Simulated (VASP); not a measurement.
**Mo: relaxation of the atoms with LDA**

System: Mo, a slab with vacuum.

```
Mo
1.0
     4.40008    0.00000    0.00000
     0.00000    4.40008    0.00000
     0.00000    0.00000   23.22265
Mo
10
Direct
  0.00000 0.50000 0.36602
  0.50000 0.00000 0.36602
  0.00000 0.00000 0.43301
  0.50000 0.50000 0.43301
  0.00000 0.50000 0.50000
  0.50000 0.00000 0.50000
  0.00000 0.00000 0.56699
  0.50000 0.50000 0.56699
  0.00000 0.50000 0.63398
  0.50000 0.00000 0.63398
```

```
Program                   : VASP 6.6.1
Task                      : relaxation of the atoms
Functional                : LDA
Potentials or basis       : VASP PAW LDA potentials, release 64 (Mo_sv)
Cutoff                    : 520 eV
k mesh                    : 7 × 7 × 1
Occupations               : gaussian, width 0.1 eV
Spin                      : no spin polarisation
Dipole correction         : yes
Atoms held fixed (from 0) : [0, 1, 2, 3]
Further INCAR settings    : ALGO = Normal; EDIFF = 1e-06; IBRION = 2; EDIFFG = -0.03; NSW = 90
```

```yaml
Energy_gained_by_relaxing: 37.3 meV/atom
Ionic_steps: 10
Band_gap_on_the_k_mesh: zero (bands 70 and 71 overlap by 0.42 eV)
```

The path:
```csv
step,energy change (eV),largest force on free atoms (eV/Å),pressure (GPa)
1,0.0000,1.5008,-5.02
2,-0.3073,0.7746,-4.28
3,-0.3417,0.2415,-3.88
4,-0.3417,0.2229,-3.91
5,-0.3510,0.1740,-3.77
6,-0.3690,0.1006,-3.33
7,-0.3584,0.2805,-2.40
8,-0.3726,0.0919,-3.03
9,-0.3727,0.0898,-3.08
10,-0.3735,0.0177,-3.06
```

Final structure:
```yaml
crystal:
  lattice:
    - [4.40008, 0.00000, 0.00000]
    - [0.00000, 4.40008, 0.00000]
    - [0.00000, 0.00000, 23.22265]
  atoms:
    - { symbol: Mo, position: [0.00000, 0.50000, 0.36602] }
    - { symbol: Mo, position: [0.50000, 0.00000, 0.36602] }
    - { symbol: Mo, position: [0.00000, 0.00000, 0.43301] }
    - { symbol: Mo, position: [0.50000, 0.50000, 0.43301] }
    - { symbol: Mo, position: [0.00000, 0.50000, 0.49844] }
    - { symbol: Mo, position: [0.50000, 0.00000, 0.49844] }
    - { symbol: Mo, position: [0.00000, 0.00000, 0.56833] }
    - { symbol: Mo, position: [0.50000, 0.50000, 0.56833] }
    - { symbol: Mo, position: [0.00000, 0.50000, 0.62665] }
    - { symbol: Mo, position: [0.50000, 0.00000, 0.62665] }
```

Levels at points of the mesh, in eV from the Fermi level:
| k point | band 66 | band 67 | band 68 | band 69 | band 70 | band 71 | band 72 | band 73 |
| --- | --- | --- | --- | --- | --- | --- | --- | --- |
| (0.00, 0.00, 0.00) | -0.61 | -0.36 | -0.21 | -0.10 | -0.06 | -0.06 | -0.05 | 1.29 |

Run time: 33 min on 4 MPI ranks on Intel(R) Xeon(R) Platinum 8259CL CPU @ 2.50GHz (Skylake/Cascade Lake) (shared host), peak memory 0.59 GiB a rank.
